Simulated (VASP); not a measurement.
# Gd (Im-3m) in VASP: relaxation of volume and atoms at fixed shape with r2SCAN

Aim: the relaxation of volume and atoms at fixed shape of Gd with r2SCAN.

Program: VASP 6.6.1. These are calculated values, not measurements. Logs are shortened: lines on timing, memory, paths and dates and some standing lists are left out, and cuts for length are marked.

## 1. The cell of the first run

Symmetry: Im-3m, No. 229, cubic system. The conventional cell has a = 4.050 Å, b = 4.050 Å, c = 4.050 Å, α = 90.00°, β = 90.00°, γ = 90.00°. Gd (site symmetry m-3m) has 14 Gd at 3.51 to 4.05 Å within 4.6 Å.

This isn't the form of Gd at room conditions, which is hcp.

## 2. Relaxation of volume and atoms at fixed shape, r2SCAN, collinear spin, ferromagnetic start

POSCAR reads:

```
Gd
1.0
   -2.0250000000      2.0250000000      2.0250000000
    2.0250000000     -2.0250000000      2.0250000000
    2.0250000000      2.0250000000     -2.0250000000
Gd
1
Direct
    0.0000000000      0.0000000000      0.0000000000
```

INCAR.step1 reads:

```
PREC = Accurate
ENCUT = 800
ISMEAR = 1
SIGMA = 0.05
LREAL = False
LASPH = True
NELM = 200
ISPIN = 2
MAGMOM = 7
LMAXMIX = 6
GGA = PE
ALGO = Normal
EDIFF = 1E-5
LWAVE = True
LCHARG = False
GGA_COMPAT = False
IBRION = 2
ISIF = 3
EDIFFG = -0.005
NELMIN = 4
NSW = 100
```

INCAR.step2 reads:

```
PREC = Accurate
ENCUT = 800
EDIFF = 1E-7
ISMEAR = 1
SIGMA = 0.05
LREAL = False
LASPH = True
NELM = 200
ALGO = Normal
ISIF = 8
LWAVE = False
LCHARG = False
ISPIN = 2
MAGMOM = 7
LORBIT = 11
LMAXMIX = 6
METAGGA = R2SCAN
LMIXTAU = True
IBRION = 2
NSW = 60
EDIFFG = -0.03
ISTART = 1
GGA_COMPAT = False
NELMIN = 4
```

KPOINTS reads:

```
regular mesh
0
Gamma
  9 9 9
```

Potentials or basis: VASP PAW PBE potentials, release 64 (Gd).

On the command line:

```bash
cat potpaw_PBE.64/Gd/POTCAR > POTCAR
cp INCAR.step1 INCAR
mpirun -np 1 vasp_std > vasp.out
cp INCAR.step2 INCAR
mpirun -np 1 vasp_std > vasp.out
```

OUTCAR:

```text
PREC = Accurate
   ENCUT = 800
   EDIFF = 1E-7
   ISMEAR = 1
   LREAL = False
   LASPH = True
   NELM = 200
   ISIF = 8
   ISPIN = 2
   LORBIT = 11
   METAGGA = R2SCAN
   IBRION = 2
   NSW = 60
   EDIFFG = -0.03
   ISTART = 1
   NELMIN = 4

 ion  position               nearest neighbor table
   1  0.000  0.000  0.000-

  LATTYP: Found a body centered cubic cell.
 ALAT       =     4.0500000000

  Lattice vectors:

 A1 = (  -2.0250000000,   2.0250000000,   2.0250000000)
 A2 = (   2.0250000000,  -2.0250000000,   2.0250000000)
 A3 = (   2.0250000000,   2.0250000000,  -2.0250000000)

Analysis of symmetry for initial positions (statically):
=====================================================================
 Subroutine PRICEL returns:
 Original cell was already a primitive cell.

 Routine SETGRP: Setting up the symmetry group for a
 body centered cubic supercell.

 Subroutine GETGRP returns: Found 48 space group operations
 (whereof 48 operations were pure point group operations)
 out of a pool of 48 trial point group operations.

The static configuration has the point symmetry O_h .

Analysis of symmetry for dynamics (positions and initial velocities):
=====================================================================
 Subroutine PRICEL returns:
 Original cell was already a primitive cell.

 Routine SETGRP: Setting up the symmetry group for a
 body centered cubic supercell.

 Subroutine GETGRP returns: Found 48 space group operations
 (whereof 48 operations were pure point group operations)
 out of a pool of 48 trial point group operations.

The dynamic configuration has the point symmetry O_h .

Analysis of structural, dynamic, and magnetic symmetry:
=====================================================================
 Subroutine PRICEL returns:
 Original cell was already a primitive cell.

 Routine SETGRP: Setting up the symmetry group for a
 body centered cubic supercell.

 Subroutine GETGRP returns: Found 48 space group operations
 (whereof 48 operations were pure point group operations)
 out of a pool of 48 trial point group operations.

The overall configuration has the point symmetry O_h .

 Subroutine INISYM returns: Found 48 space group operations
 (whereof 48 operations are pure point group operations),
 and found     1 'primitive' translations

----------------------------------------------------------------------------------------

                                     Primitive cell

  volume of cell :      33.2151

  direct lattice vectors                    reciprocal lattice vectors
    -2.025000000  2.025000000  2.025000000     0.000000000  0.246913580  0.246913580
     2.025000000 -2.025000000  2.025000000     0.246913580  0.000000000  0.246913580
     2.025000000  2.025000000 -2.025000000     0.246913580  0.246913580  0.000000000

  length of vectors
     3.507402885  3.507402885  3.507402885     0.349188534  0.349188534  0.349188534

  position of ions in fractional coordinates (direct lattice)
     0.000000000  0.000000000  0.000000000

  ion indices of the primitive-cell ions
   primitive index   ion index
                 1           1

----------------------------------------------------------------------------------------

 KPOINTS: regular mesh

Automatic generation of k-mesh.
 Grid dimensions read from file:
 generate k-points for:    9    9    9

 Generating k-lattice:

  Cartesian coordinates                     Fractional coordinates (reciprocal lattice)
     0.000000000  0.027434842  0.027434842     0.111111111  0.000000000  0.000000000
     0.027434842  0.000000000  0.027434842     0.000000000  0.111111111  0.000000000
     0.027434842  0.027434842  0.000000000     0.000000000  0.000000000  0.111111111

  Length of vectors
     0.038798726  0.038798726  0.038798726

[... 72 lines left out ...]
     AMIX     =   0.40;   BMIX     =  1.00
     AMIX_MAG =   1.60;   BMIX_MAG =  1.00
  volume/ion in A,a.u.               =      33.22       224.15
  Fermi-wavevector in a.u.,A,eV,Ry     =   1.334711  2.522238 24.238153  1.781454
  Thomas-Fermi vector in A             =   2.463472
   LORBIT       =     11    0 simple, 1 ext, 2 COOP (PROOUT), +10 PAW based schemes
   METAGGA = R2SCAN    functional components
   LHFCALC =     F    Hartree Fock is set to
   AEXX    =    0.0000 exact exchange contribution
   IVDW    =     0    specifies the selected vdW correction
   LEPSILON=     F    determine dielectric tensor
   LRPA    =     F    only Hartree local field effects (RPA)
 conjugate gradient relaxation of ions
 spin polarized calculation
 Methfessel and Paxton  Order N= 1 SIGMA  =   0.05
  energy-cutoff  :      800.00
  volume of cell :       33.22
 maximum number of plane-waves:      1722
   NGX = 17   NGY = 17   NGZ = 17

--------------------------------------- Ionic step        1  -------------------------------------------

 number of electron      18.0000003 magnetization       7.9207946

 Free energy of the ion-electron system (eV)
  ---------------------------------------------------
  ext. energy  EPLUGINS =         0.00000000
  ---------------------------------------------------
  free energy    TOTEN  =       -40.95170542 eV

  energy without entropy =      -40.95196137  energy(sigma->0) =      -40.95179074

------------------------ aborting loop because EDIFF is reached ----------------------------------------

  FORCE on cell =-STRESS in cart. coord.  units (eV):
  Direction    XX          YY          ZZ          XY          YZ          ZX
  --------------------------------------------------------------------------------------
  -------------------------------------------------------------------------------------
  Total        0.0807005      0.0807005      0.0807005     -0.0000000      0.0000000      0.0000000
  in kB        3.8927056      3.8927056      3.8927056     -0.0000000      0.0000000      0.0000000
  external PRESSURE =       3.8927056 kB  Pullay stress =       0.0000000 kB

 VOLUME and BASIS-vectors are now :
 -----------------------------------------------------------------------------
  energy-cutoff  :      800.00
  volume of cell :       33.22
      direct lattice vectors                 reciprocal lattice vectors
    -2.025000000  2.025000000  2.025000000     0.000000000  0.246913580  0.246913580
     2.025000000 -2.025000000  2.025000000     0.246913580  0.000000000  0.246913580
     2.025000000  2.025000000 -2.025000000     0.246913580  0.246913580  0.000000000

 POSITION                                       TOTAL-FORCE (eV/Angst)
 -----------------------------------------------------------------------------------
      0.00000      0.00000      0.00000         0.000000     -0.000000      0.000000
 -----------------------------------------------------------------------------------
    total drift:                                0.000000      0.000000     -0.000000

  FREE ENERGIE OF THE ION-ELECTRON SYSTEM (eV)
  ---------------------------------------------------
  free  energy   TOTEN  =       -40.9517054175 eV

  energy  without entropy=      -40.9519613715  energy(sigma->0) =      -40.95179074

--------------------------------------- Ionic step        2  -------------------------------------------

 number of electron      18.0000000 magnetization       7.9211820

 Free energy of the ion-electron system (eV)
  ---------------------------------------------------
  ext. energy  EPLUGINS =         0.00000000
  ---------------------------------------------------
  free energy    TOTEN  =       -40.95206023 eV

  energy without entropy =      -40.95225303  energy(sigma->0) =      -40.95212450

 E-fermi :   2.9006     XC(G=0): -10.5841

 val. band max:        2.8847686225   @ k =  -0.2222   0.3333   0.1111
 cond. band min:       2.9140572343   @ k =  -0.3333   0.3333   0.1111
 fundamental gap:      0.0292886118
 Fermi energy:         2.9005633740

 spin component 1

 k-point     1 :       0.0000    0.0000    0.0000
  band No.  band energies     occupation
      1     -44.3504      1.00000
      2     -20.6852      1.00000
      3     -20.6852      1.00000
      4     -20.6852      1.00000
      5      -2.9041      1.00000
      6      -2.9041      1.00000
[... 459 lines left out ...]
      6      -2.8723      1.00000
[... 9 lines left out ...]
     16       7.5371      0.00000
     17       9.4853      0.00000

 [... further k-points ...]

 spin component 2

 k-point     1 :       0.0000    0.0000    0.0000
  band No.  band energies     occupation
      1     -40.4162      1.00000
      2     -17.8190      1.00000
      3     -17.8190      1.00000
      4     -17.8190      1.00000
      5      -1.1840      1.00000
      6       4.2019      0.00000
[... 459 lines left out ...]
      6       3.6666     -0.00000
[... 9 lines left out ...]
     16       9.3091      0.00000
     17      11.3879      0.00000

 [... further k-points ...]

------------------------ aborting loop because EDIFF is reached ----------------------------------------

  FORCE on cell =-STRESS in cart. coord.  units (eV):
  Direction    XX          YY          ZZ          XY          YZ          ZX
  --------------------------------------------------------------------------------------
  -------------------------------------------------------------------------------------
  Total       -0.0210139     -0.0210139     -0.0210139     -0.0000000      0.0000000     -0.0000000
  in kB       -1.0018914     -1.0018914     -1.0018914     -0.0000000      0.0000000     -0.0000000
  external PRESSURE =      -1.0018914 kB  Pullay stress =       0.0000000 kB

 VOLUME and BASIS-vectors are now :
 -----------------------------------------------------------------------------
  energy-cutoff  :      800.00
  volume of cell :       33.60
      direct lattice vectors                 reciprocal lattice vectors
    -2.032883740  2.032883740  2.032883740     0.000000000  0.245956023  0.245956023
     2.032883740 -2.032883740  2.032883740     0.245956023  0.000000000  0.245956023
     2.032883740  2.032883740 -2.032883740     0.245956023  0.245956023  0.000000000

 POSITION                                       TOTAL-FORCE (eV/Angst)
 -----------------------------------------------------------------------------------
      0.00000     -0.00000      0.00000         0.000000      0.000000      0.000000
 -----------------------------------------------------------------------------------
    total drift:                                0.000000      0.000000     -0.000000

  FREE ENERGIE OF THE ION-ELECTRON SYSTEM (eV)
  ---------------------------------------------------
  free  energy   TOTEN  =       -40.9520602326 eV

  energy  without entropy=      -40.9522530329  energy(sigma->0) =      -40.95212450

 reached required accuracy - stopping structural energy minimisation

 total charge

# of ion       s       p       d       f       tot
--------------------------------------------------
    1        2.073   5.600   0.591   6.928  15.192

 magnetization (x)

# of ion       s       p       d       f       tot
--------------------------------------------------
    1        0.000  -0.097   0.285   6.898   7.086
```

Run time: 13 min. Hardware: 1 thread of Intel Xeon Platinum 8375C at 2.90GHz (Ice Lake), shared host; peak memory 0.27 GiB.

What came out:

```yaml
Free_energy: -40.9521 eV
Relaxed_volume: 33.60 Å³/atom
Relaxed_cell: a = 3.521 Å, b = 3.521 Å, c = 3.521 Å, α = 109.47°, β = 109.47°, γ = 109.47°
Space_group_after_relaxing_to_0.1_Å: Im-3m (No. 229)
Energy_gained_by_relaxing: 0.4 meV/atom
Ionic_steps: 2
Pressure_after_relaxing: -0.1 GPa
Net_moment: 7.92 μB per cell
Site_moments: Gd +7.09 μB
Valence_electrons_inside_the_program's_atomic_spheres: Gd 15.19
```

The path:
| step | energy change (eV) | largest force (eV/Å) | pressure (GPa) | volume (Å³) |
| --- | --- | --- | --- | --- |
| 1 | 0.0000 | 0.0000 | 0.39 | 33.22 |
| 2 | -0.0004 | 0.0000 | -0.10 | 33.60 |

Final structure:
```
Gd
1.0
    -2.03288    2.03288    2.03288
     2.03288   -2.03288    2.03288
     2.03288    2.03288   -2.03288
Gd
1
Direct
  0.00000 0.00000 0.00000
```

Levels at points of the mesh, in eV from the Fermi level:
Spin up:
| k point | band 9 | band 10 | band 11 | band 12 | band 13 | band 14 | band 15 | band 16 | band 17 |
| --- | --- | --- | --- | --- | --- | --- | --- | --- | --- |
| (0.00, 0.00, 0.00) | -5.68 | -5.68 | -5.66 | -5.55 | 1.32 | 1.32 | 1.32 | 3.57 | 3.57 |
Spin down:
```csv
k point,band 1,band 2,band 3,band 4,band 5,band 6,band 7,band 8,band 9,band 10
"(0.00, 0.00, 0.00)",-43.32,-20.72,-20.72,-20.72,-4.08,1.30,1.30,1.30,1.63,1.63
```

Caveat: the PAW data sets were made with another functional, which shifts forces and pressure a little; spin-orbit coupling is left out, which moves the levels of the heavy elements; semilocal functionals describe open f shells poorly, which spoils levels, moments and volumes.
